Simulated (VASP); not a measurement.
The system is Pt.

```
Pt
1.0
     2.76067    0.00000    0.00000
    -1.38033    2.39081    0.00000
     0.00000    0.00000    4.79213
Pt
2
Cartesian
  1.3803 0.7969 3.5941
  0.0000 1.5939 1.1980
```

Program: VASP 6.6.1. Alike in all runs: task single point; level r2SCAN; potentials or basis VASP PAW PBE potentials, release 64 (Pt); no spin polarisation; cell as given; cutoff (eV) 520; smearing fermi-dirac 0.1 eV.

**Question.** Order these runs on this cell by their pressure, lowest first.
A. k mesh 5 × 5 × 3
B. k mesh 9 × 9 × 5
C. k mesh 3 × 3 × 2

**Answer.** B (-5.9 GPa), A (-4.1 GPa), C (1.7 GPa).

Caveats: some runs use coarse meshes; the PAW data sets were made with another functional, which shifts forces and pressure a little.
